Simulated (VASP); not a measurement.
# In4Fe (Im-3m) in VASP: a series of runs

In4Fe is run at these levels: PBE; tasks: single point, relaxation of cell and atoms.

Everything below comes from runs of VASP 6.6.1. Logs are shortened: lines on timing, memory, paths and dates and some standing lists are left out, and cuts for length are marked.

## Step 1: The cell of the first run

The structure is cubic, space group Im-3m (No. 229). Conventional cell: a = 6.052 Å, b = 6.052 Å, c = 6.052 Å, α = 90.00°, β = 90.00°, γ = 90.00°. Within 3.5 Å of In (site symmetry -3m) lie 2 Fe at 2.62 Å and 6 In at 3.03 Å. Within 3.5 Å of Fe (site symmetry m-3m) lie 8 In at 2.62 Å.

The cell was built from a structure type or drawn by symmetry, and may not be a known phase.

## Step 2: Single point, PBE, collinear spin, ferromagnetic start

INCAR reads:

```
ALGO = Normal
EDIFF = 1E-6
ENCUT = 520
GGA = PE
ISIF = 2
ISMEAR = 0
ISPIN = 2
LASPH = True
LCHARG = False
LMAXMIX = 4
LORBIT = 11
LREAL = False
LWAVE = False
MAGMOM = 0 0 0 0 4
NBANDS = 42
NELM = 150
PREC = Accurate
SIGMA = 0.1
```

KPOINTS reads:

```
k-points
0
Gamma
  4 4 4
```

POSCAR reads:

```
In4Fe
1.0
   -3.0262148800      3.0262148800      3.0262148800
    3.0262148800     -3.0262148800      3.0262148800
    3.0262148800      3.0262148800     -3.0262148800
In Fe
4 1
Direct
    0.0000000000      0.0000000000      0.5000000000
    0.0000000000      0.5000000000      0.0000000000
    0.5000000000      0.0000000000      0.0000000000
    0.5000000000      0.5000000000      0.5000000000
    0.0000000000      0.0000000000      0.0000000000
```

Potentials or basis: VASP PAW PBE potentials, release 64 (In_d, Fe).

The run is started by

```console
$ cat potpaw_PBE.64/In_d/POTCAR potpaw_PBE.64/Fe/POTCAR > POTCAR
$ mpirun -np 1 vasp_std > vasp.out
```

OUTCAR:

```text
EDIFF = 1E-6
   ENCUT = 520
   GGA = PE
   ISIF = 2
   ISMEAR = 0
   ISPIN = 2
   LASPH = True
   LORBIT = 11
   LREAL = False
   NELM = 150
   PREC = Accurate

 ion  position               nearest neighbor table
   1  0.000  0.000  0.500-   5 2.62   5 2.62   4 3.03   2 3.03   3 3.03   2 3.03   3 3.03   4 3.03

   2  0.000  0.500  0.000-   5 2.62   5 2.62   4 3.03   1 3.03   3 3.03   1 3.03   4 3.03   3 3.03

   3  0.500  0.000  0.000-   5 2.62   5 2.62   4 3.03   1 3.03   4 3.03   2 3.03   1 3.03   2 3.03

   4  0.500  0.500  0.500-   5 2.62   5 2.62   3 3.03   1 3.03   3 3.03   2 3.03   1 3.03   2 3.03

   5  0.000  0.000  0.000-   1 2.62   2 2.62   3 2.62   4 2.62   1 2.62   2 2.62   3 2.62   4 2.62

  LATTYP: Found a body centered cubic cell.
 ALAT       =     6.0524297600

  Lattice vectors:

 A1 = (  -3.0262148800,   3.0262148800,   3.0262148800)
 A2 = (   3.0262148800,  -3.0262148800,   3.0262148800)
 A3 = (   3.0262148800,   3.0262148800,  -3.0262148800)

Analysis of symmetry for initial positions (statically):
=====================================================================
 Subroutine PRICEL returns:
 Original cell was already a primitive cell.

 Routine SETGRP: Setting up the symmetry group for a
 body centered cubic supercell.

 Subroutine GETGRP returns: Found 48 space group operations
 (whereof 48 operations were pure point group operations)
 out of a pool of 48 trial point group operations.

The static configuration has the point symmetry O_h .

Analysis of symmetry for dynamics (positions and initial velocities):
=====================================================================
 Subroutine PRICEL returns:
 Original cell was already a primitive cell.

 Routine SETGRP: Setting up the symmetry group for a
 body centered cubic supercell.

 Subroutine GETGRP returns: Found 48 space group operations
 (whereof 48 operations were pure point group operations)
 out of a pool of 48 trial point group operations.

The dynamic configuration has the point symmetry O_h .

Analysis of structural, dynamic, and magnetic symmetry:
=====================================================================
 Subroutine PRICEL returns:
 Original cell was already a primitive cell.

 Routine SETGRP: Setting up the symmetry group for a
 body centered cubic supercell.

 Subroutine GETGRP returns: Found 48 space group operations
 (whereof 48 operations were pure point group operations)
 out of a pool of 48 trial point group operations.

The overall configuration has the point symmetry O_h .

 Subroutine INISYM returns: Found 48 space group operations
 (whereof 48 operations are pure point group operations),
 and found     1 'primitive' translations

----------------------------------------------------------------------------------------

                                     Primitive cell

  volume of cell :     110.8560

  direct lattice vectors                    reciprocal lattice vectors
    -3.026214880  3.026214880  3.026214880     0.000000000  0.165222900  0.165222900
     3.026214880 -3.026214880  3.026214880     0.165222900  0.000000000  0.165222900
     3.026214880  3.026214880 -3.026214880     0.165222900  0.165222900  0.000000000

  length of vectors
     5.241557927  5.241557927  5.241557927     0.233660467  0.233660467  0.233660467

  position of ions in fractional coordinates (direct lattice)
     0.000000000  0.000000000  0.500000000
     0.000000000  0.500000000  0.000000000
     0.500000000  0.000000000  0.000000000
     0.500000000  0.500000000  0.500000000
     0.000000000  0.000000000  0.000000000

  ion indices of the primitive-cell ions
   primitive index   ion index
                 1           1
                 2           2
                 3           3
                 4           4
                 5           5

----------------------------------------------------------------------------------------

 KPOINTS: k-points

Automatic generation of k-mesh.
 Grid dimensions read from file:
 generate k-points for:    4    4    4

 Generating k-lattice:

  Cartesian coordinates                     Fractional coordinates (reciprocal lattice)
     0.000000000  0.041305725  0.041305725     0.250000000  0.000000000  0.000000000
     0.041305725  0.000000000  0.041305725     0.000000000  0.250000000  0.000000000
     0.041305725  0.041305725  0.000000000     0.000000000  0.000000000  0.250000000

  Length of vectors
     0.058415117  0.058415117  0.058415117

  Shift w.r.t. Gamma in fractional coordinates (k-lattice)
     0.000000000  0.000000000  0.000000000

 Subroutine IBZKPT returns following result:
 ===========================================

 Found      8 irreducible k-points:

 Following reciprocal coordinates:
            Coordinates               Weight
  0.000000  0.000000  0.000000      1.000000
  0.250000  0.000000  0.000000     12.000000
  0.500000  0.000000  0.000000      6.000000
  0.250000  0.250000  0.000000     24.000000
  0.250000  0.250000  0.250000      2.000000
 -0.250000  0.250000  0.250000      6.000000
  0.500000  0.500000  0.250000     12.000000
  0.500000  0.500000  0.500000      1.000000
   k-points           NKPTS =      8   k-points in BZ     NKDIM =      8   number of bands    NBANDS=     42
   number of dos      NEDOS =    301   number of ions     NIONS =      5
   total plane-waves  NPLWV =  64000
   dimension x,y,z NGX =    40 NGY =   40 NGZ =   40
   dimension x,y,z NGXF=    80 NGYF=   80 NGZF=   80
   ions per type =               4   1
   NGX,Y,Z   is equivalent  to a cutoff of  12.69, 12.69, 12.69 a.u.
   NGXF,Y,Z  is equivalent  to a cutoff of  25.37, 25.37, 25.37 a.u.
 SYSTEM =  unknown system
   PREC   = accura    normal or accurate (medium, high low for compatibility)
   ISTART =      0    job   : 0-new  1-cont  2-samecut
   ICHARG =      2    charge: 1-file 2-atom 10-const
   ISPIN  =      2    spin polarized calculation?
   LNONCOLLINEAR =      F non collinear calculations
   LSORBIT =      F    spin-orbit coupling
   LASPH  =      T    aspherical Exc in radial PAW
   ENCUT  =  520.0 eV  38.22 Ry    6.18 a.u.   9.75  9.75  9.75*2*pi/ulx,y,z
   NELM   =    150;   NELMIN=  2; NELMDL= -5     # of ELM steps
   EDIFF  = 0.1E-05   stopping-criterion for ELM
   LREAL  =      F    real-space projection
   EDIFFG = 0.1E-04   stopping-criterion for IOM
   NSW    =      0    number of steps for IOM
   IBRION =     -1    ionic relax: 0-MD 1-quasi-New 2-CG
   NFREE  =      0    steps in history (QN), initial steepest desc. (CG)
   ISIF   =      2    stress and relaxation
   ISYM   =      2    0-nonsym 1-usesym 2-fastsym
   POTIM  = 0.5000    time-step for ionic-motion
   TEBEG  =    0.0;   TEEND  =   0.0 temperature during run
   PSTRESS=    0.0 pullay stress
   NELECT =      60.0000    total number of electrons
   NUPDOWN=      -1.0000    fix difference up-down
   EMIN   =  10.00;   EMAX   =-10.00  energy-range for DOS
   EFERMI =   0.00;   METHOD = LEGACY
   ISMEAR =     0;   SIGMA  =   0.10  broadening in eV -4-tet -1-fermi 0-gaus
   EFERMI_NEDOS =   21; number of points for ismear=-14 and -15
   IALGO  =     38    algorithm
   IMIX   =      4    mixing-type and parameters
     AMIX     =   0.40;   BMIX     =  1.00
     AMIX_MAG =   1.60;   BMIX_MAG =  1.00
  volume/ion in A,a.u.               =      22.17       149.62
  Fermi-wavevector in a.u.,A,eV,Ry     =   1.334153  2.521183 24.217867  1.779963
  Thomas-Fermi vector in A             =   2.462956
   LORBIT       =     11    0 simple, 1 ext, 2 COOP (PROOUT), +10 PAW based schemes
   GGA     = PE    functional components
   LHFCALC =     F    Hartree Fock is set to
   AEXX    =    0.0000 exact exchange contribution
   IVDW    =     0    specifies the selected vdW correction
   LEPSILON=     F    determine dielectric tensor
   LRPA    =     F    only Hartree local field effects (RPA)
 spin polarized calculation
 Gauss-broadening in eV      SIGMA  =   0.10
  energy-cutoff  :      520.00
  volume of cell :      110.86
 maximum number of plane-waves:      3043
 NGX is ok and might be reduce to    40
   NGX = 19   NGY = 19   NGZ = 19

 number of electron      60.0000024 magnetization       1.9073905

 Free energy of the ion-electron system (eV)
  ---------------------------------------------------
  ext. energy  EPLUGINS =         0.00000000
  ---------------------------------------------------
  free energy    TOTEN  =       -18.12761245 eV

  energy without entropy =      -18.11663644  energy(sigma->0) =      -18.12212445

 E-fermi :   7.6069     XC(G=0): -10.6507

 val. band max:        7.5281363658   @ k =   0.2500   0.2500   0.0000
 cond. band min:       7.9289793847   @ k =   0.5000   0.5000   0.2500
 fundamental gap:      0.4008430189
 Fermi energy:         7.6069420020

 spin component 1

 k-point     1 :       0.0000    0.0000    0.0000
  band No.  band energies     occupation
      1      -7.3657      1.00000
      2      -7.3657      1.00000
      3      -7.2250      1.00000
      4      -7.1631      1.00000
      5      -7.1631      1.00000
      6      -7.0684      1.00000
[... 349 lines left out ...]
     41      18.0875      0.00000
     42      18.0876      0.00000
 Fermi energy:         7.6069420020

 spin component 2

 k-point     1 :       0.0000    0.0000    0.0000
  band No.  band energies     occupation
      1      -7.3645      1.00000
      2      -7.3645      1.00000
      3      -7.2240      1.00000
      4      -7.1611      1.00000
      5      -7.1611      1.00000
      6      -7.0703      1.00000
[... 349 lines left out ...]
     41      18.1144      0.00000
     42      18.1144      0.00000

------------------------ aborting loop because EDIFF is reached ----------------------------------------

  FORCE on cell =-STRESS in cart. coord.  units (eV):
  Direction    XX          YY          ZZ          XY          YZ          ZX
  --------------------------------------------------------------------------------------
  -------------------------------------------------------------------------------------
  Total        3.5076837      3.5076837      3.5076837      0.0000000      0.0000000     -0.0000000
  in kB       50.6957700     50.6957700     50.6957700      0.0000000      0.0000000     -0.0000000
  external PRESSURE =      50.6957700 kB  Pullay stress =       0.0000000 kB

 VOLUME and BASIS-vectors are now :
 -----------------------------------------------------------------------------
  energy-cutoff  :      520.00
  volume of cell :      110.86
      direct lattice vectors                 reciprocal lattice vectors
    -3.026214880  3.026214880  3.026214880     0.000000000  0.165222900  0.165222900
     3.026214880 -3.026214880  3.026214880     0.165222900  0.000000000  0.165222900
     3.026214880  3.026214880 -3.026214880     0.165222900  0.165222900  0.000000000

 POSITION                                       TOTAL-FORCE (eV/Angst)
 -----------------------------------------------------------------------------------
      1.51311      1.51311     -1.51311         0.000000     -0.000000     -0.000000
      1.51311     -1.51311      1.51311         0.000000      0.000000     -0.000000
     -1.51311      1.51311      1.51311        -0.000000      0.000000      0.000000
      1.51311      1.51311      1.51311        -0.000000      0.000000     -0.000000
      0.00000      0.00000      0.00000        -0.000000     -0.000000      0.000000
 -----------------------------------------------------------------------------------
    total drift:                                0.000000     -0.000000      0.000000

  FREE ENERGIE OF THE ION-ELECTRON SYSTEM (eV)
  ---------------------------------------------------
  free  energy   TOTEN  =       -18.1276124476 eV

  energy  without entropy=      -18.1166364444  energy(sigma->0) =      -18.12212445

 total charge

# of ion       s       p       d       tot
------------------------------------------
    1        0.915   0.722   9.860  11.496
    2        0.915   0.722   9.860  11.496
    3        0.915   0.722   9.860  11.496
    4        0.915   0.722   9.860  11.496
    5        0.394   0.447   6.408   7.250
--------------------------------------------------
tot          4.053   3.334  45.848  53.235

 magnetization (x)

# of ion       s       p       d       tot
------------------------------------------
    1       -0.012   0.003   0.002  -0.007
    2       -0.012   0.003   0.002  -0.007
    3       -0.012   0.003   0.002  -0.007
    4       -0.012   0.003   0.002  -0.007
    5        0.019   0.001   1.739   1.759
--------------------------------------------------
tot         -0.028   0.013   1.747   1.732
```

Run time: 42 s. Hardware: 1 thread of Intel Xeon 6975P-C (Granite Rapids), shared host; peak memory 0.3 GiB.

Results:

| Item | Value |
| --- | --- |
| Free energy | -18.1276 eV |
| Pressure | 5.1 GPa |
| Net moment | 1.91 μB per cell |
| Site moments | In -0.01; Fe +1.76 μB |
| Valence electrons inside the program's atomic spheres | In 11.50; Fe 7.25 |

Caveat: the k points lie up to 0.37 Å⁻¹ apart; spin-orbit coupling is left out, which moves the levels of the heavy elements.

## Step 3: Single point, PBE, collinear spin, ferromagnetic start

This run uses another cell than the first one, of 23.81 Å³/atom.

INCAR reads:

```
SYSTEM = In4Fe
PREC = Accurate
ENCUT = 520
EDIFF = 1E-7
ISMEAR = 0
SIGMA = 0.1
LREAL = .FALSE.
LASPH = .TRUE.
NELM = 150
ALGO = Normal
ISIF = 2
LWAVE = .FALSE.
LCHARG = .TRUE.
ISPIN = 2
MAGMOM = 0 0 0 0 4
LORBIT = 11
LMAXMIX = 4
GGA = PE
LELF = .TRUE.
LVHAR = .TRUE.
NBANDS = 42
```

KPOINTS reads:

```
regular mesh
0
G
  4 4 4
  0 0 0
```

Edit POSCAR of step 2 so:

```diff
@@ -2,5 +2,5 @@
 1.0
-   -3.0262148800      3.0262148800      3.0262148800
-    3.0262148800     -3.0262148800      3.0262148800
-    3.0262148800      3.0262148800     -3.0262148800
+   -3.0988454269      3.0988454269      3.0988454269
+    3.0988454269     -3.0988454269      3.0988454269
+    3.0988454269      3.0988454269     -3.0988454269
 In Fe
```

Potentials or basis: VASP PAW PBE potentials, release 64 (In_d, Fe).

The run is started by

```console
$ cat potpaw_PBE.64/In_d/POTCAR potpaw_PBE.64/Fe/POTCAR > POTCAR
$ mpirun -np 1 vasp_std > vasp.out
```

Wall time 52 s (1 thread of Intel Xeon 6975P-C (Granite Rapids), shared host); peak memory 0.31 GiB.

Results (log left out):

- Free energy: -18.2511 eV
- Pressure: 0.0 GPa
- Net moment: 1.93 μB per cell
- Site moments: In -0.02; Fe +1.91 μB
- Valence electrons inside the program's atomic spheres: In 11.43; Fe 7.12

Levels at points of the mesh, in eV from the Fermi level:
Spin up:
```
           k point  band 29  band 30  band 31  band 32  band 33  band 34
(0.00, 0.00, 0.00)    -1.46    -0.65    -0.65    -0.65     0.17     0.17
(0.50, 0.00, 0.00)    -1.69    -0.62    -0.50     1.21     2.28     2.53
(0.50, 0.50, 0.50)    -2.37    -1.20    -1.20     2.28     2.73     2.73
```
Spin down:
| k point | band 27 | band 28 | band 29 | band 30 | band 31 | band 32 |
| --- | --- | --- | --- | --- | --- | --- |
| (0.00, 0.00, 0.00) | -1.51 | -0.53 | -0.53 | -0.53 | -0.03 | -0.03 |
| (0.50, 0.00, 0.00) | -0.88 | -0.59 | -0.43 | 0.79 | 0.82 | 1.29 |
| (0.50, 0.50, 0.50) | -1.22 | -1.22 | -1.22 | 0.62 | 0.62 | 2.25 |

Caveat: spin-orbit coupling is left out, which moves the levels of the heavy elements.

## Step 4: Relaxation of cell and atoms, PBE, collinear spin, ferromagnetic start

INCAR reads:

```
SYSTEM = In4Fe
PREC     = Accurate       ! precision mode
ENCUT    = 600            ! plane-wave cutoff, eV
EDIFF    = 1E-6           ! SCF threshold, eV
ISMEAR   = 0              ! smearing method
SIGMA    = 0.1            ! smearing width, eV
LREAL    = .False.        ! projectors in reciprocal space
LASPH    = .True.         ! aspherical terms in the spheres
NELM     = 150            ! most SCF steps
ALGO     = Fast           ! electronic algorithm
ISIF     = 3              ! what is computed and relaxed
LWAVE    = .False.        ! write WAVECAR
LCHARG   = .False.        ! write CHGCAR
ISPIN    = 2              ! spin polarisation
MAGMOM   = 0 0 0 0 4      ! initial moments
LORBIT   = 11             ! projections on sites
LMAXMIX  = 4              ! l up to which the mixer works
GGA      = PE             ! functional
IBRION   = 2              ! ionic algorithm
NSW      = 90             ! ionic steps
EDIFFG   = -0.04          ! ionic threshold
```

KPOINTS reads:

```
Automatic mesh
0
Gamma
  4 4 4
  0 0 0
```

Edit POSCAR of step 3 so:

```diff
@@ -2,5 +2,5 @@
 1.0
-   -3.0988454269      3.0988454269      3.0988454269
-    3.0988454269     -3.0988454269      3.0988454269
-    3.0988454269      3.0988454269     -3.0988454269
+   -3.0262148800      3.0262148800      3.0262148800
+    3.0262148800     -3.0262148800      3.0262148800
+    3.0262148800      3.0262148800     -3.0262148800
 In Fe
```

The run is started by

```console
$ cat potpaw_PBE.64/In_d/POTCAR potpaw_PBE.64/Fe/POTCAR > POTCAR
$ mpirun -np 1 vasp_std > vasp.out
```

Wall time 3 min (1 thread of Intel Xeon 6975P-C (Granite Rapids), shared host); peak memory 0.34 GiB.

The run converged. Its results:

```
Free energy                                           : -18.2491 eV
Relaxed volume                                        : 23.83 Å³/atom
Relaxed cell                                          : a = 5.369 Å, b = 5.369 Å, c = 5.369 Å, α = 109.47°, β = 109.47°, γ = 109.47°
Space group after relaxing (to 0.1 Å)                 : Im-3m (No. 229)
Energy gained by relaxing                             : 24.3 meV/atom
Ionic steps                                           : 3
Pressure after relaxing                               : 0.0 GPa
Net moment                                            : 1.93 μB per cell
Site moments                                          : In -0.02; Fe +1.91 μB
Valence electrons inside the program's atomic spheres : In 11.43; Fe 7.12
```

The path:
| step | energy change (eV) | largest force (eV/Å) | pressure (GPa) | volume (Å³) |
| --- | --- | --- | --- | --- |
| 1 | 0.0000 | 0.0000 | 5.13 | 110.86 |
| 2 | -0.1049 | 0.0000 | -1.36 | 122.65 |
| 3 | -0.1216 | 0.0000 | -0.04 | 119.15 |

Final structure:
```
CELL_PARAMETERS angstrom
-3.09987 3.09987 3.09987
3.09987 -3.09987 3.09987
3.09987 3.09987 -3.09987
ATOMIC_POSITIONS crystal
In 0.00000 0.00000 0.50000
In 0.00000 0.50000 0.00000
In 0.50000 0.00000 0.00000
In 0.50000 0.50000 0.50000
Fe 0.00000 0.00000 0.00000
```

Levels at points of the mesh, in eV from the Fermi level:
Spin up:
```csv
k point,band 28,band 29,band 30,band 31,band 32,band 33,band 34,band 35
"(0.00, 0.00, 0.00)",-1.46,-1.46,-0.65,-0.65,-0.65,0.16,0.16,0.16
"(0.50, 0.00, 0.00)",-2.06,-1.69,-0.62,-0.50,1.21,2.28,2.53,2.85
"(0.50, 0.50, 0.50)",-2.37,-2.37,-1.20,-1.20,2.27,2.73,2.73,2.73
```
Spin down:
```tsv
k point	band 25	band 26	band 27	band 28	band 29	band 30	band 31	band 32	band 33	band 34
(0.00, 0.00, 0.00)	-1.51	-1.51	-1.51	-0.52	-0.52	-0.52	-0.03	-0.03	1.36	1.36
(0.50, 0.00, 0.00)	-2.37	-1.68	-0.87	-0.59	-0.43	0.79	0.82	1.29	2.63	2.71
(0.50, 0.50, 0.50)	-3.49	-3.49	-1.21	-1.21	-1.21	0.62	0.62	2.24	3.14	3.14
```

Caveat: the k points lie up to 0.36 Å⁻¹ apart in the final cell; spin-orbit coupling is left out, which moves the levels of the heavy elements.

## Step 5: Summary

```tsv
task	cell	cutoff (eV)	gap on the mesh (eV)	pressure (GPa)	moment (μB)
single point	a = 5.242 Å, angles 109.5°, 5 atoms	520	none	5.1	1.91
single point	a = 5.367 Å, angles 109.5°, 5 atoms	520	none	0.0	1.93
relaxation of cell and atoms	relaxed from a = 5.242 Å, angles 109.5°, 5 atoms	600	none	0.0	1.93
```

Alike in all rows: level PBE; potentials or basis VASP PAW PBE potentials, release 64 (In_d, Fe); spin collinear, ferromagnetic start; k mesh 4 × 4 × 4; smearing gaussian 0.1 eV.

Caveats: some runs use coarse meshes; spin-orbit coupling is left out, which moves the levels of the heavy elements.

Absolute energies hang on the potentials; compare differences alone.
